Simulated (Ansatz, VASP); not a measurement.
# One calculation of Ge3Pd, two programs

Contents of INCAR:

```
SYSTEM = Ge3Pd
PREC     = Accurate       ! precision mode
ENCUT    = 520            ! plane-wave cutoff, eV
EDIFF    = 1E-6           ! SCF threshold, eV
ISMEAR   = -1             ! smearing method
SIGMA    = 0.05           ! smearing width, eV
LREAL    = .False.        ! projectors in reciprocal space
LASPH    = .True.         ! aspherical terms in the spheres
NELM     = 80             ! most SCF steps
ALGO     = Normal         ! electronic algorithm
ISIF     = 2              ! what is computed and relaxed
LWAVE    = .False.        ! write WAVECAR
LCHARG   = .False.        ! write CHGCAR
GGA      = PE             ! functional
NBANDS   = 34             ! bands
```

File KPOINTS:

```
Automatic mesh
0
Gamma
  4 4 4
  0 0 0
```

The input POSCAR:

```
Ge3Pd
1.0
    4.1420230000      0.0000000000      0.0000000000
    0.0000000000      4.1420230000      0.0000000000
    0.0000000000      0.0000000000      4.1420230000
Pd Ge
1 3
Direct
    0.0000000000      0.0000000000      0.0000000000
    0.5000000000      0.5000000000      0.0000000000
    0.5000000000      0.0000000000      0.5000000000
    0.0000000000      0.5000000000      0.5000000000
```

input.yaml

```yaml
crystal:
  lattice:
    - [4.142023, 0.0, 0.0]
    - [0.0, 4.142023, 0.0]
    - [0.0, 0.0, 4.142023]
  atoms:
    - { symbol: Pd, position: [0.0, 0.0, 0.0] }
    - { symbol: Ge, position: [0.5, 0.5, 0.0] }
    - { symbol: Ge, position: [0.5, 0.0, 0.5] }
    - { symbol: Ge, position: [0.0, 0.5, 0.5] }
hamiltonian:
  xc: pbe
  pseudopotentials: { kind: paw }
kpoints:
  mp_grid: { grid: [4, 4, 4] }
scf:
  occupations: { method: fermi_dirac, width: 0.05 }
output:
  forces: true
  stress: true
  eigenvalues: true
```

Alike in both runs: task single point; functional PBE; k mesh 4 × 4 × 4; occupations fermi-dirac, width 0.05 eV; no spin polarisation.

|  | VASP | Ansatz |
| --- | --- | --- |
| version | VASP 6.6.1 | Ansatz 0.2.0 |
| potentials or method | VASP PAW PBE potentials, release 64 (Pd, Ge_d) | Ansatz PAW |
| plane-wave cutoff (eV) | 520 | 420 |
| valence electrons in the cell | 52 | 60 |

```csv
,VASP,Ansatz,Ansatz less VASP
gap on the k mesh at the Fermi level (eV),none,none,-
pressure (GPa),-0.3,-0.3,+0.01
```

A gap of «none» marks a metal or a gap that the smearing closes. VASP's potentials hold 52 valence electrons a cell and Ansatz's 60, so a difference there can come from the potentials and not from the codes.

The k mesh is coarse, so the values compare programs but aren't converged.
